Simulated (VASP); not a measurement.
A run of VASP 6.6.1 is set up as follows.

INCAR

```
SYSTEM = Ru
PREC = Accurate
ENCUT = 520
EDIFF = 1E-6
ISMEAR = 0
SIGMA = 0.05
LREAL = .FALSE.
LASPH = .TRUE.
NELM = 100
ALGO = Normal
ISIF = 2
LWAVE = .FALSE.
LCHARG = .TRUE.
GGA = PS
LELF = .TRUE.
LVHAR = .TRUE.
NBANDS = 51
```

Contents of KPOINTS:

```
regular mesh
0
G
  1 1 13
  0 0 0
```

The input POSCAR:

```
Ru
1.0
   13.0000000000      0.0000000000      0.0000000000
    0.0000000000     13.2000000000      0.0000000000
    0.0000000000      0.0000000000      4.2519209237
Ru
6
Direct
    0.4482783844      0.3529547907      0.2500000000
    0.3448351533      0.5294090419      0.2500000000
    0.5517216156      0.5294090419      0.2500000000
    0.4482783844      0.4705909581      0.7500000000
    0.6551648467      0.4705909581      0.7500000000
    0.5517216156      0.6470452093      0.7500000000
```

Potentials or basis: VASP PAW PBE potentials, release 64 (Ru_pv).

Run with:

```sh
$ cat potpaw_PBE.64/Ru_pv/POTCAR > POTCAR
$ mpirun -np 1 vasp_std > vasp.out
```

Task: Predict the largest force.

Result: 3.464 eV/Å.

Task: Estimate the band gap on the k mesh.

Result: Zero (band 42 reaches -1.92 eV, above the bottom of band 43 at -2.00 eV).

Forces in eV/Å, atoms in the order of the input:
```
Ru   0.145  3.461  0.000
Ru   3.069 -1.605  0.000
Ru  -0.410 -0.236  0.000
Ru   0.410  0.236  0.000
Ru  -3.069  1.605  0.000
Ru  -0.145 -3.461  0.000
```

Caveat: the PAW data sets were made with another functional, which shifts forces and pressure a little.
